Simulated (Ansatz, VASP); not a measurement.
ZrC: VASP beside Ansatz

File INCAR:

```
PREC = Accurate
ENCUT = 520
EDIFF = 1E-6
ISMEAR = 0
SIGMA = 0.1
LREAL = False
LASPH = True
NELM = 60
ALGO = Normal
ISIF = 2
LWAVE = False
LCHARG = False
GGA = PE
NBANDS = 15
```

File KPOINTS:

```
regular mesh
0
Gamma
  20 20 20
```

POSCAR

```
ZrC
1.0
    0.0000000000      2.4004956810      2.4004956810
    2.4004956810      0.0000000000      2.4004956810
    2.4004956810      2.4004956810      0.0000000000
Zr C
1 1
Direct
    0.5000000000      0.5000000000      0.5000000000
    0.0000000000      0.0000000000      0.0000000000
```

Input for Ansatz:

```yaml
crystal:
  lattice:
    - [0.0, 2.400495681, 2.400495681]
    - [2.400495681, 0.0, 2.400495681]
    - [2.400495681, 2.400495681, 0.0]
  atoms:
    - { symbol: Zr, position: [0.5, 0.5, 0.5] }
    - { symbol: C, position: [0.0, 0.0, 0.0] }
basis:
  ecutwfc: 420
kpoints:
  mp_grid: { grid: [20, 20, 20] }
hamiltonian:
  xc: pbe
scf:
  occupations: { method: gaussian, width: 0.1 }
output:
  forces: true
  stress: true
  eigenvalues: true
  write_density: true
  write_potential: true
  elf: true
  volumetric_format: npy
```

Alike in both runs: task single point; functional PBE; k mesh 20 × 20 × 20; occupations gaussian, width 0.1 eV; no spin polarisation.

|  | VASP | Ansatz |
| --- | --- | --- |
| version | VASP 6.6.1 | Ansatz 0.2.0 |
| potentials or method | VASP PAW PBE potentials, release 64 (Zr_sv, C), cutoff 520 eV | scalar-relativistic, plane waves, PAW |
| valence electrons in the cell | 16 | 16 |

Ansatz gave:

* gap on the k mesh at the Fermi level (eV): none
* pressure (GPa): -11.5

**Question.** What did VASP give for the same quantities?

**Answer.** gap on the k mesh at the Fermi level (eV): none; pressure (GPa): -11.3.

A gap of «none» marks a metal or a gap that the smearing closes.
